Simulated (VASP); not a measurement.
Runs of VASP 6.6.1 on HfSeS4. The structure is that of space group P4/mmm (No. 123), or close to it. The cells are those of the table. 

| task | cell | k mesh | cutoff (eV) | gap on the mesh (eV) | pressure (GPa) | relaxed volume (Å³/atom) | largest force (eV/Å) |
| --- | --- | --- | --- | --- | --- | --- | --- |
| single point | a = 4.820, b = 4.820, c = 7.184 Å, 6 atoms | 8 × 8 × 6 | 520 | none | -0.3 | - | (a) |
| relaxation of cell and atoms | relaxed from a = 4.187, b = 4.187, c = 7.359 Å, 6 atoms | 4 × 4 × 4 | 600 | none | 0.0 | 27.82 | 0.03 |
| relaxation of cell and atoms | relaxed from a = 4.813, b = 4.813, c = 7.215 Å, 6 atoms | 8 × 8 × 6 | 600 | none | 0.0 | 27.67 | - |
| single point | a = 4.187, b = 4.187, c = 7.359 Å, 6 atoms | 4 × 4 × 4 | 520 | none | 44.6 | - | 11.22 |
| single point | a = 4.813, b = 4.813, c = 7.215 Å, 6 atoms | 4 × 4 × 4 | 520 | none | (c) | - | (b) |

Alike in all rows: level PBE; potentials or basis VASP PAW PBE potentials, release 64 (Hf_pv, Se, S); no spin polarisation; smearing gaussian 0.1 eV.

Problem. Estimate the missing entries.

Solution. (a) 0.17; (b) 0.15; (c) -0.1.

Caveats: some runs use coarse meshes; spin-orbit coupling is left out, which moves the levels of the heavy elements; the volume moved by over 15 % at a fixed basis, so the end points are rough (some runs); forces of over 1 eV/Å act on the atoms, so gaps and moduli don't describe the material at rest (some runs).

A k mesh can miss the band edges, and the runs leave out spin-orbit coupling on Hf, Se.

A gap of «none» marks levels without a gap at the run's occupations.
